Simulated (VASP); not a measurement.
# Hg (P6_3/mmc) in VASP: notebook, part 2 of 2

VASP 6.6.1. Earlier steps stand in the parts before.

### Step 6. Single point, PBE (volume scaled by 0.52)

The input, INCAR:

```
  ALGO = Normal
  EDIFF = 1E-6
  ENCUT = 520
  GGA = PE
  ISIF = 2
  ISMEAR = -1
  LASPH = T
  LCHARG = F
  LREAL = F
  LWAVE = F
  NBANDS = 19
  NELM = 60
  PREC = Accurate
  SIGMA = 0.05
```

The input, KPOINTS:

```
k-points
0
Gamma
  14 14 8
```

The input, POSCAR:

```
Hg
1.0
    2.8237647053      0.0000000000      0.0000000000
   -1.4118823527      2.4454519691      0.0000000000
    0.0000000000      0.0000000000      4.7124320756
Hg
2
Direct
    0.3333333333      0.6666666667      0.2500000000
    0.6666666667      0.3333333333      0.7500000000
```

Potentials or basis: VASP PAW PBE potentials, release 64 (Hg).

Launch:

```bash
> cat potpaw_PBE.64/Hg/POTCAR > POTCAR
> mpirun -np 1 vasp_std > vasp.out
```

OUTCAR:

```text
EDIFF = 1E-6
   ENCUT = 520
   GGA = PE
   ISIF = 2
   ISMEAR = -1
   LASPH = T
   LREAL = F
   NELM = 60
   PREC = Accurate

 ion  position               nearest neighbor table
   1  0.333  0.667  0.250-   2 2.87   2 2.87   2 2.87   2 2.87   2 2.87   2 2.87
   2  0.667  0.333  0.750-   1 2.87   1 2.87   1 2.87   1 2.87   1 2.87   1 2.87

  LATTYP: Found a hexagonal cell.
 ALAT       =     2.8237647053
 C/A-ratio  =     1.6688472898

  Lattice vectors:

 A1 = (   2.8237647053,   0.0000000000,   0.0000000000)
 A2 = (  -1.4118823527,   2.4454519691,   0.0000000000)
 A3 = (   0.0000000000,   0.0000000000,   4.7124320756)

Analysis of symmetry for initial positions (statically):
=====================================================================
 Subroutine PRICEL returns:
 Original cell was already a primitive cell.

 Routine SETGRP: Setting up the symmetry group for a
 hexagonal supercell.

 Subroutine GETGRP returns: Found 24 space group operations
[... 154 lines left out ...]
 NGX is ok and might be reduce to    24
   NGX = 11   NGY = 11   NGZ = 17

 number of electron      23.9999999 magnetization

 Free energy of the ion-electron system (eV)
  ---------------------------------------------------
  ext. energy  EPLUGINS =         0.00000000
  ---------------------------------------------------
  free energy    TOTEN  =         1.91780461 eV

  energy without entropy =        1.92142726  energy(sigma->0) =        1.91961593

 E-fermi :   7.2293     XC(G=0): -13.0299

 val. band max:        7.2095511743   @ k =   0.4286   0.0714   0.3750
 cond. band min:       7.3181879308   @ k =   0.5000   0.0000   0.3750
 fundamental gap:      0.1086367565
 Fermi energy:         7.2293030188

 k-point     1 :       0.0000    0.0000    0.0000
  band No.  band energies     occupation
      1      -6.2570      2.00000
      2      -4.3849      2.00000
      3      -2.3134      2.00000
      4      -2.0839      2.00000
      5      -2.0839      2.00000
      6      -1.8074      2.00000
[... 505 lines left out ...]
      6      -2.0498      2.00000
[... 11 lines left out ...]
     18      15.2232      0.00000
     19      17.6372      0.00000

 [... further k-points ...]
[... 5 lines left out ...]
  --------------------------------------------------------------------------------------
  -------------------------------------------------------------------------------------
  Total       12.3830117     12.3830117     12.3041154     -0.0000000      0.0000000      0.0000000
  in kB      609.6830494    609.6830494    605.7985516     -0.0000000      0.0000000      0.0000000
  external PRESSURE =     608.3882168 kB  Pullay stress =       0.0000000 kB

 VOLUME and BASIS-vectors are now :
 -----------------------------------------------------------------------------
  energy-cutoff  :      520.00
  volume of cell :       32.54
      direct lattice vectors                 reciprocal lattice vectors
     2.823764705  0.000000000  0.000000000     0.354137155  0.204461182  0.000000000
    -1.411882353  2.445451969  0.000000000     0.000000000  0.408922364  0.000000000
     0.000000000  0.000000000  4.712432076     0.000000000  0.000000000  0.212204650

 POSITION                                       TOTAL-FORCE (eV/Angst)
 -----------------------------------------------------------------------------------
     -0.00000      1.63030      1.17811        -0.000000     -0.000000      0.000000
      1.41188      0.81515      3.53432         0.000000      0.000000     -0.000000
 -----------------------------------------------------------------------------------
    total drift:                               -0.000000      0.000000     -0.000000

  FREE ENERGIE OF THE ION-ELECTRON SYSTEM (eV)
  ---------------------------------------------------
  free  energy   TOTEN  =         1.9178046061 eV

  energy  without entropy=        1.9214272626  energy(sigma->0) =        1.91961593
```

OSZICAR:

```text
N       E                     dE             d eps       ncg     rms          rms(c)
DAV:   1     0.199438766931E+03    0.19944E+03   -0.13242E+04  4560   0.132E+03
DAV:   2     0.570648774252E+01   -0.19373E+03   -0.18653E+03  4749   0.351E+02
DAV:   3     0.178666766198E+01   -0.39198E+01   -0.39063E+01  5131   0.552E+01
DAV:   4     0.178027639152E+01   -0.63913E-02   -0.63906E-02  5055   0.210E+00
DAV:   5     0.178026920211E+01   -0.71894E-05   -0.71902E-05  5025   0.709E-02    0.179E+01
DAV:   6     0.189038299406E+01    0.11011E+00   -0.14344E-01  4985   0.463E+00    0.113E+01
DAV:   7     0.191433984978E+01    0.23957E-01   -0.71173E-02  4945   0.306E+00    0.703E-01
DAV:   8     0.191783989065E+01    0.35000E-02   -0.16521E-02  4852   0.160E+00    0.126E-01
DAV:   9     0.191782067541E+01   -0.19215E-04   -0.72236E-05  5142   0.806E-02    0.242E-02
DAV:  10     0.191780607951E+01   -0.14596E-04   -0.69793E-06  4953   0.272E-02    0.114E-02
DAV:  11     0.191780461149E+01   -0.14680E-05   -0.11240E-06  3810   0.107E-02    0.920E-04
DAV:  12     0.191780460614E+01   -0.53428E-08   -0.31473E-08  2373   0.171E-03
   1 F= 0.19178046E+01 E0= 0.19196159E+01  d E =-.362266E-02
```

It took 56 s on 1 thread of Intel Xeon Platinum 8259CL at 2.50GHz (Skylake/Cascade Lake), shared host; peak memory 0.19 GiB.

Results:

```yaml
Free_energy: 1.9178 eV
Pressure: 60.8 GPa
Band_gap_on_the_k_mesh: zero (band 12 reaches 7.75 eV, above the bottom of band 13 at 5.75 eV)
```

Stress tensor (GPa, compression positive):
```
60.97  0.00  0.00
 0.00 60.97  0.00
 0.00  0.00 60.58
```

Levels at points of the mesh, in eV from the Fermi level:
| k point | band 8 | band 9 | band 10 | band 11 | band 12 | band 13 | band 14 | band 15 | band 16 | band 17 |
| --- | --- | --- | --- | --- | --- | --- | --- | --- | --- | --- |
| (0.00, 0.00, 0.00) | -8.45 | -8.45 | -7.18 | -7.18 | -4.41 | -1.48 | 13.06 | 14.44 | 15.43 | 15.95 |
| (0.50, 0.00, 0.00) | -6.97 | -6.92 | -6.75 | -3.71 | -2.64 | 2.53 | 3.90 | 3.94 | 7.58 | 8.28 |
| (0.00, 0.00, 0.50) | -9.28 | -7.61 | -7.61 | -7.61 | -7.61 | 7.48 | 7.48 | 13.42 | 13.42 | 16.63 |
| (0.50, 0.00, 0.50) | -7.24 | -6.81 | -6.81 | -3.06 | -3.06 | -0.07 | -0.07 | 10.85 | 10.85 | 10.86 |

Caveat: spin-orbit coupling is left out, which moves the levels of the heavy elements.

### Step 7. The runs side by side

```csv
cell,gap on the mesh (eV),pressure (GPa)
"a = 3.598, b = 3.598, c = 5.583 Å, angles 90.0, 90.0, 120.0°, 2 atoms",0.31,0.0
"a = 2.697, b = 2.697, c = 4.469 Å, angles 90.0, 90.0, 120.0°, 2 atoms",none,127.5
"a = 2.824, b = 2.824, c = 4.712 Å, angles 90.0, 90.0, 120.0°, 2 atoms",none,60.8
```

Alike in all rows: task single point; level PBE; potentials or basis VASP PAW PBE potentials, release 64 (Hg); no spin polarisation; k mesh 14 × 14 × 8; cutoff (eV) 520; smearing fermi-dirac 0.05 eV.

Caveats: spin-orbit coupling is left out, which moves the levels of the heavy elements.

Absolute energies hang on the potentials; compare differences alone.
